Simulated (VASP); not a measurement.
Set up this calculation in VASP 6.6.1, as the native input.

```
Task                   : single point
Functional             : PBEsol
Potentials or basis    : VASP PAW PBE potentials, release 64 (Pb_d, F)
Cutoff                 : 520 eV
k mesh                 : 8 × 8 × 8
Occupations            : gaussian, width 0.05 eV
Spin                   : no spin polarisation
Dipole correction      : no
Further INCAR settings : ALGO = Normal; EDIFF = 1e-06; NBANDS = 21
```

The structure of PbF2 lies in POSCAR:

```
PbF2
1.0
    0.0000000000      2.9219408158      3.0680378566
    2.9219408158      0.0000000000      3.0680378566
    2.9219408158      2.9219408158      0.0000000000
Pb F
1 2
Direct
    0.0000000000      0.0000000000      0.0000000000
    0.2500000000      0.2500000000      0.2500000000
    0.7500000000      0.7500000000      0.7500000000
```

This cell differs from its parent crystal: ratio of the length along z to the lengths across it x 1.05, volume and fractional coordinates fixed.

These files were run (other wordings do the same):

INCAR

```
SYSTEM = PbF2
  ALGO = Normal
  EDIFF = 1E-6
  ENCUT = 520
  GGA = PS
  ISIF = 2
  ISMEAR = 0
  LASPH = .True.
  LCHARG = .True.
  LELF = .True.
  LREAL = .False.
  LVHAR = .True.
  LWAVE = .False.
  NBANDS = 21
  NELM = 100
  PREC = Accurate
  SIGMA = 0.05
```

KPOINTS

```
k-points
0
Gamma
  8 8 8
  0 0 0
```

Potentials or basis: VASP PAW PBE potentials, release 64 (Pb_d, F).

Run with:

```console
$ cat potpaw_PBE.64/Pb_d/POTCAR potpaw_PBE.64/F/POTCAR > POTCAR
$ mpirun -np 1 vasp_std > vasp.out
```

It gave:

The pressure is -1.8 GPa and the band gap on the k mesh is 4.17 eV, indirect (least direct gap 4.39 eV).

Caveat: the PAW data sets were made with another functional, which shifts forces and pressure a little; spin-orbit coupling is left out, which moves the levels of the heavy elements.

Run time: 23 s on 1 thread of Intel(R) Xeon(R) Platinum 8559C (Emerald Rapids) (shared host), peak memory 0.21 GiB.
